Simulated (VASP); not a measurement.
Wanted: the native input for a VASP 6.6.1 run.

* Task: single point
* Functional: PBE
* Potentials or basis: VASP PAW PBE potentials, release 64 (Cd)
* Cutoff: 520 eV
* k mesh: 14 × 14 × 14
* Occupations: fermi-dirac, width 0.1 eV
* Spin: no spin polarisation
* Dipole correction: no
* Further INCAR settings: ALGO = Normal; EDIFF = 1e-07; NBANDS = 12

The structure of Cd lies in POSCAR:

```
Cd
1.0
   -1.8701145286      1.8701145286      1.8701145286
    1.8701145286     -1.8701145286      1.8701145286
    1.8701145286      1.8701145286     -1.8701145286
Cd
1
Direct
    0.0000000000      0.0000000000      0.0000000000
```

This cell differs from its parent crystal: volume scaled by 1.12.

These files were run (other wordings do the same):

INCAR

```
SYSTEM = Cd
  PREC = Accurate
  ENCUT = 520
  EDIFF = 1E-7
  ISMEAR = -1
  SIGMA = 0.1
  LREAL = .FALSE.
  LASPH = .TRUE.
  NELM = 60
  ALGO = Normal
  ISIF = 2
  LWAVE = .FALSE.
  LCHARG = .TRUE.
  GGA = PE
  LELF = .TRUE.
  LVHAR = .TRUE.
  NBANDS = 12
```

KPOINTS

```
regular mesh
0
G
  14 14 14
  0 0 0
```

Potentials or basis: VASP PAW PBE potentials, release 64 (Cd).

Launch:

```sh
$ cat potpaw_PBE.64/Cd/POTCAR > POTCAR
$ mpirun -np 1 vasp_std > vasp.out
```

Results of the run:

```yaml
Pressure: -2.6 GPa
Band_gap_on_the_k_mesh: zero (band 6 reaches 4.98 eV, above the bottom of band 7 at 0.52 eV)
```

It took 41 s on 1 thread of AMD EPYC 7R13, with other jobs on the host, peak memory 0.13 GiB.
